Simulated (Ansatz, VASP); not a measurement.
SiC3 in VASP and in Ansatz

File INCAR:

```
  ALGO = Normal
  EDIFF = 1E-6
  EDIFFG = -0.04
  ENCUT = 600
  GGA = PE
  IBRION = 2
  ISIF = 3
  ISMEAR = 0
  LASPH = T
  LCHARG = F
  LREAL = F
  LWAVE = F
  NELM = 60
  NSW = 90
  PREC = Accurate
  SIGMA = 0.1
```

File KPOINTS:

```
k-points
0
Gamma
  6 6 4
```

The input POSCAR:

```
SiC3
1.0
    3.3598528600      0.0000000000      0.0000000000
    0.0000000000      3.3598528600      0.0000000000
    0.0000000000      0.0000000000      4.7515494800
Si C
1 3
Direct
    0.0000000000      0.0000000000      0.5000000000
    0.5000000000      0.5000000000      0.0000000000
    0.5000000000      0.0000000000      0.7500000000
    0.0000000000      0.5000000000      0.2500000000
```

Input for Ansatz:

```yaml
crystal:
  lattice:
    - [3.35985286, 0.0, 0.0]
    - [0.0, 3.35985286, 0.0]
    - [0.0, 0.0, 4.75154948]
  atoms:
    - { symbol: Si, position: [0.0, 0.0, 0.5] }
    - { symbol: C, position: [0.5, 0.5, 0.0] }
    - { symbol: C, position: [0.5, 0.0, 0.75] }
    - { symbol: C, position: [0.0, 0.5, 0.25] }
basis:
  ecutwfc: 420
kpoints:
  mp_grid: { grid: [6, 6, 4] }
hamiltonian:
  xc: pbe
scf:
  occupations: { method: gaussian, width: 0.1 }
  lower_state_search: "off"
output:
  forces: true
  stress: true
  eigenvalues: true
relax:
  adjacent_minimum: "off"
  f_tol: 0.04
  max_steps: 70
  cell: { stress_tol: 0.4 }
```

Alike in both runs: task relaxation of cell and atoms; functional PBE; k mesh 6 × 6 × 4; occupations gaussian, width 0.1 eV; no spin polarisation.

|  | VASP | Ansatz |
| --- | --- | --- |
| version | VASP 6.6.1 | Ansatz 0.2.0 |
| potentials or method | VASP PAW PBE potentials, release 64 (Si, C), cutoff 600 eV | scalar-relativistic, plane waves, PAW |
| valence electrons in the cell | 16 | 16 |

Ansatz gave:

- gap on the k mesh at the Fermi level, each at its own relaxed structure (eV): 1.60
- relaxed volume (Å³/atom): 8.09
- relaxed cell length with the largest relative difference (Å): 4.112

Q: What did VASP give for the same quantities?

A: gap on the k mesh at the Fermi level, each at its own relaxed structure (eV): 1.60; relaxed volume (Å³/atom): 8.07; relaxed cell length with the largest relative difference (Å): 4.109.

Noted on VASP's run: the volume moved by over 15 % at a fixed basis, so the end points are rough.
